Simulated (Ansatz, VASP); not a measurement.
**One calculation of B, two programs**

```xyz
4
Lattice="2.0903 0.0000 0.0000 -1.0451 1.8102 0.0000 0.0000 0.0000 6.2393" Properties=species:S:1:pos:R:3 pbc="T T T"
B     0.0000    0.0000    0.0000
B     0.0000    0.0000    3.1196
B     0.0000    1.2068    4.6795
B     1.0451    0.6034    1.5598
```

Alike in both runs: functional r2SCAN; k mesh 9 × 9 × 4; occupations gaussian, width 0.1 eV; no spin polarisation.

Ansatz relaxed the structure, and its values are those at the end. VASP's run is a single point on that final structure, the one shown.

|  | VASP | Ansatz |
| --- | --- | --- |
| version | VASP 6.6.1 | Ansatz 0.2.0 |
| potentials or method | VASP PAW PBE potentials, release 64 (B), cutoff 520 eV | scalar-relativistic, plane waves, PAW |
| valence electrons in the cell | 12 | 12 |

Ansatz gave:

| Item | Value |
| --- | --- |
| gap on the k mesh at the Fermi level (eV) | none |
| pressure (GPa) | 0.1 |

Estimate VASP's values.

gap on the k mesh at the Fermi level (eV): none; pressure (GPa): -0.2.

VASP's potentials were made for PBE, not for r2SCAN. A gap of «none» marks a metal or a gap that the smearing closes.

The k mesh is coarse, so the values compare programs but aren't converged.
